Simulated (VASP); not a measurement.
# BN (P3m1) in VASP: a series of runs, part 2 of 2

VASP 6.6.1.

**4. Single point, PBE+D3(BJ)**

This run uses another cell than the first one, of 11.68 Å³/atom, 1.132 times its volume.

The input, INCAR:

```
SYSTEM = BN
  PREC = Accurate
  ENCUT = 520
  EDIFF = 1E-6
  ISMEAR = 0
  SIGMA = 0.05
  LREAL = .FALSE.
  LASPH = .TRUE.
  NELM = 100
  ALGO = Normal
  ISIF = 2
  LWAVE = .FALSE.
  LCHARG = .TRUE.
  GGA = PE
  IVDW = 12
  LELF = .TRUE.
  LVHAR = .TRUE.
  NBANDS = 21
```

The input, KPOINTS:

```
Automatic mesh
0
G
  10 10 3
  0 0 0
```

The input, POSCAR:

```
BN
1.0
   -1.2530569071     -2.1703582278      0.0000000000
    1.2530569071     -2.1703582278      0.0000000000
    0.0000000000      0.0000000000     12.8846513545
B N
3 3
Direct
    1.0000000000      1.0000000000      0.3836956052
    0.3333333333      0.3333333333      0.6394172149
    0.6666666667      0.6666666667      0.1279739955
    1.0000000000      1.0000000000      0.6391905779
    0.3333333333      0.3333333333      0.1277473585
    0.6666666667      0.6666666667      0.3834689682
```

Potentials or basis: VASP PAW PBE potentials, release 64 (B, N).

Started as:

```sh
$ cat potpaw_PBE.64/B/POTCAR potpaw_PBE.64/N/POTCAR > POTCAR
$ mpirun -np 1 vasp_std > vasp.out
```

OUTCAR:

```text
SYSTEM = BN
   PREC = Accurate
   ENCUT = 520
   EDIFF = 1E-6
   ISMEAR = 0
   LREAL = .FALSE.
   LASPH = .TRUE.
   NELM = 100
   ISIF = 2
   GGA = PE
   IVDW = 12
 IVDW          = 12

 ion  position               nearest neighbor table
   1  0.000  0.000  0.384-   6 1.45   6 1.45   6 1.45
   2  0.333  0.333  0.639-   4 1.45   4 1.45   4 1.45
   3  0.667  0.667  0.128-   5 1.45   5 1.45   5 1.45
   4  0.000  0.000  0.639-   2 1.45   2 1.45   2 1.45
   5  0.333  0.333  0.128-   3 1.45   3 1.45   3 1.45
   6  0.667  0.667  0.383-   1 1.45   1 1.45   1 1.45

  LATTYP: Found a hexagonal cell.
 ALAT       =     2.5061138141
 C/A-ratio  =     5.1412873916

  Lattice vectors:

 A1 = (  -1.2530569071,   2.1703582278,   0.0000000000)
 A2 = (  -1.2530569071,  -2.1703582278,   0.0000000000)
 A3 = (   0.0000000000,   0.0000000000,  12.8846513545)

Analysis of symmetry for initial positions (statically):
=====================================================================
 Subroutine PRICEL returns:
 Original cell was already a primitive cell.

 Routine SETGRP: Setting up the symmetry group for a
 hexagonal supercell.

 Subroutine GETGRP returns: Found  6 space group operations
 (whereof  6 operations were pure point group operations)
 out of a pool of 24 trial point group operations.

The static configuration has the point symmetry C_3v.

Analysis of symmetry for dynamics (positions and initial velocities):
=====================================================================
 Subroutine PRICEL returns:
 Original cell was already a primitive cell.

 Routine SETGRP: Setting up the symmetry group for a
 hexagonal supercell.

 Subroutine GETGRP returns: Found  6 space group operations
 (whereof  6 operations were pure point group operations)
 out of a pool of 24 trial point group operations.

The dynamic configuration has the point symmetry C_3v.
[... 126 lines left out ...]
     AMIX     =   0.40;   BMIX     =  1.00
     AMIX_MAG =   1.60;   BMIX_MAG =  1.00
  volume/ion in A,a.u.               =      11.68        78.82
  Fermi-wavevector in a.u.,A,eV,Ry     =   1.145364  2.164425 17.848928  1.311859
  Thomas-Fermi vector in A             =   2.282053
   LORBIT       =      0    0 simple, 1 ext, 2 COOP (PROOUT), +10 PAW based schemes
   GGA     = PE    functional components
   LHFCALC =     F    Hartree Fock is set to
   AEXX    =    0.0000 exact exchange contribution
   IVDW    =    12    specifies the selected vdW correction
   LEPSILON=     F    determine dielectric tensor
   LRPA    =     F    only Hartree local field effects (RPA)
 non-spin polarized calculation
 Gauss-broadening in eV      SIGMA  =   0.05
  energy-cutoff  :      520.00
  volume of cell :       70.08
 maximum number of plane-waves:      1919
   NGX =  9   NGY =  9   NGZ = 47

 number of electron      24.0000001 magnetization

 Free energy of the ion-electron system (eV)
  ---------------------------------------------------
  ext. energy  EPLUGINS =         0.00000000
  ---------------------------------------------------
  free energy    TOTEN  =       -52.75011715 eV

  energy without entropy =      -52.75011715  energy(sigma->0) =      -52.75011715

 E-fermi :   0.6372     XC(G=0):  -8.2762

 val. band max:        0.4227440118   @ k =  -0.4000   0.3000   0.0000
 cond. band min:       4.8205104542   @ k =   0.5000  -0.0000   0.0000
 fundamental gap:      4.3977664424
 Fermi energy:         0.6372060636

 k-point     1 :       0.0000    0.0000    0.0000
  band No.  band energies     occupation
      1     -17.3581      2.00000
      2     -17.2218      2.00000
      3     -17.0812      2.00000
      4      -5.5400      2.00000
      5      -4.8186      2.00000
      6      -3.9976      2.00000
[... 565 lines left out ...]
     20      12.9568      0.00000
     21      13.8942      0.00000

 [... further k-points ...]

------------------------ aborting loop because EDIFF is reached ----------------------------------------

 Edisp (eV)   -0.72677

 E8    (eV) :    -0.2168

  FORCE on cell =-STRESS in cart. coord.  units (eV):
  Direction    XX          YY          ZZ          XY          YZ          ZX
  --------------------------------------------------------------------------------------
  -------------------------------------------------------------------------------------
  Total       0.18589     0.18589    -0.07161     0.00000    -0.00000     0.00000
  in kB       4.24982     4.24982    -1.63710     0.00000    -0.00000     0.00000
  external pressure =        2.29 kB  Pullay stress =        0.00 kB

 VOLUME and BASIS-vectors are now :
 -----------------------------------------------------------------------------
  energy-cutoff  :      520.00
  volume of cell :       70.08
      direct lattice vectors                 reciprocal lattice vectors
    -1.253056907 -2.170358228  0.000000000    -0.399024176 -0.230376716  0.000000000
     1.253056907 -2.170358228  0.000000000     0.399024176 -0.230376716  0.000000000
     0.000000000  0.000000000 12.884651355     0.000000000  0.000000000  0.077611724

 POSITION                                       TOTAL-FORCE (eV/Angst)
 -----------------------------------------------------------------------------------
      0.00000      0.00000      4.94378         0.000000     -0.000000     -0.018444
      0.00000     -1.44691      8.23867         0.000000     -0.000000     -0.035244
      0.00000     -2.89381      1.64890        -0.000000      0.000000     -0.014445
      0.00000      0.00000      8.23575        -0.000000     -0.000000      0.052497
      0.00000     -1.44691      1.64598        -0.000000     -0.000000     -0.002941
      0.00000     -2.89381      4.94086        -0.000000      0.000000      0.018577
 -----------------------------------------------------------------------------------
    total drift:                               -0.000000      0.000000     -0.000893

  FREE ENERGIE OF THE ION-ELECTRON SYSTEM (eV)
  ---------------------------------------------------
  free  energy   TOTEN  =       -53.4768891495 eV

  energy  without entropy=      -53.4768891495  energy(sigma->0) =      -53.47688915
```

stdout:

```text
POSCAR found type information on POSCAR B N
 POSCAR found :  2 types and       6 ions
 scaLAPACK will be used
 LDA part: xc-table for (Slater+PW92), standard interpolation
 POSCAR, INCAR and KPOINTS ok, starting setup
 FFT: planning ... GRIDC
 FFT: planning ... GRID_SOFT
 FFT: planning ... GRID
 WAVECAR not read
 entering main loop
```

Run time: 41 s. Hardware: 1 thread of Intel Xeon Platinum 8559C (Emerald Rapids), shared host; peak memory 0.2 GiB.

Results:

| Property | Result |
| --- | --- |
| Free energy | -53.4769 eV |
| Pressure | 0.2 GPa |
| Largest force | 0.052 eV/Å |
| Band gap on the k mesh | 4.40 eV, indirect (least direct gap 4.72 eV) |
| Dispersion energy per atom | -0.121 eV |

Forces in eV/Å, atoms in the order of the input:
```
B    0.000  0.000 -0.018
B    0.000  0.000 -0.035
B    0.000  0.000 -0.014
N    0.000  0.000  0.052
N    0.000  0.000 -0.003
N    0.000  0.000  0.019
```

Stress tensor (GPa, compression positive):
```
 0.42  0.00  0.00
 0.00  0.42  0.00
 0.00  0.00 -0.16
```

**5. Single point, PBE+D3(BJ)**

This run uses another cell than the first one, of 14.40 Å³/atom, 1.395 times its volume.

The input, INCAR:

```
SYSTEM = BN
PREC     = Accurate       ! precision mode
ENCUT    = 520            ! plane-wave cutoff, eV
EDIFF    = 1E-6           ! SCF threshold, eV
ISMEAR   = 0              ! smearing method
SIGMA    = 0.05           ! smearing width, eV
LREAL    = .False.        ! projectors in reciprocal space
LASPH    = .True.         ! aspherical terms in the spheres
NELM     = 80             ! most SCF steps
ALGO     = Normal         ! electronic algorithm
ISIF     = 2              ! what is computed and relaxed
LWAVE    = .False.        ! write WAVECAR
LCHARG   = .False.        ! write CHGCAR
GGA      = PE             ! functional
IVDW     = 12             ! dispersion correction
NBANDS   = 21             ! bands
```

The input, KPOINTS:

```
Automatic mesh
0
Gamma
  10 10 3
  0 0 0
```

The input, POSCAR:

```
BN
1.0
   -1.2530569071     -2.1703582278      0.0000000000
    1.2530569071     -2.1703582278      0.0000000000
    0.0000000000      0.0000000000     15.8846513545
B N
3 3
Direct
    1.0000000000      1.0000000000      0.3112302555
    0.3333333333      0.3333333333      0.5186558836
    0.6666666667      0.6666666667      0.1038046274
    1.0000000000      1.0000000000      0.5184720496
    0.3333333333      0.3333333333      0.1036207933
    0.6666666667      0.6666666667      0.3110464215
```

Started as:

```sh
$ cat potpaw_PBE.64/B/POTCAR potpaw_PBE.64/N/POTCAR > POTCAR
$ mpirun -np 1 vasp_std > vasp.out
```

It took 60 s on 1 thread of Intel Xeon Platinum 8559C (Emerald Rapids), shared host; peak memory 0.22 GiB.

The run converged. Its results:

| Quantity | Value |
| --- | --- |
| Free energy | -53.4637 eV |
| Largest force | 0.054 eV/Å |
| Band gap on the k mesh | 4.39 eV, indirect (least direct gap 4.69 eV) |
| Dispersion energy per atom | -0.119 eV |

Forces in eV/Å, atoms in the order of the input:
```
B    0.000  0.000 -0.023
B    0.000  0.000 -0.044
B    0.000  0.000 -0.014
N    0.000  0.000  0.054
N    0.000  0.000  0.003
N    0.000  0.000  0.023
```

Levels at points of the mesh, in eV from the valence-band top:
```
           k point  band 9  band 10  band 11  band 12  band 13  band 14  band 15  band 16
(0.00, 0.00, 0.00)   -1.34    -1.34    -1.23    -1.23     4.71     5.51     6.36     8.78
(0.50, 0.00, 0.00)   -4.01    -1.18    -0.94    -0.67     4.39     4.86     5.21     9.67
```

**6. Summary**

| cell | gap on the mesh (eV) | pressure (GPa) | largest force (eV/Å) |
| --- | --- | --- | --- |
| a = 2.506, b = 2.506, c = 11.385 Å, angles 90.0, 90.0, 60.0°, 6 atoms | 4.38 | 0.1 | 0.06 |
| a = 2.506, b = 2.506, c = 11.885 Å, angles 90.0, 90.0, 60.0°, 6 atoms | 4.39 | 0.2 | 0.05 |
| a = 2.506, b = 2.506, c = 12.885 Å, angles 90.0, 90.0, 60.0°, 6 atoms | 4.40 | 0.2 | 0.05 |
| a = 2.506, b = 2.506, c = 15.885 Å, angles 90.0, 90.0, 60.0°, 6 atoms | 4.39 | - | 0.05 |

Alike in all rows: task single point; level PBE+D3(BJ); potentials or basis VASP PAW PBE potentials, release 64 (B, N); no spin polarisation; k mesh 10 × 10 × 3; cutoff (eV) 520; smearing gaussian 0.05 eV.

Absolute energies hang on the potentials; compare differences alone.
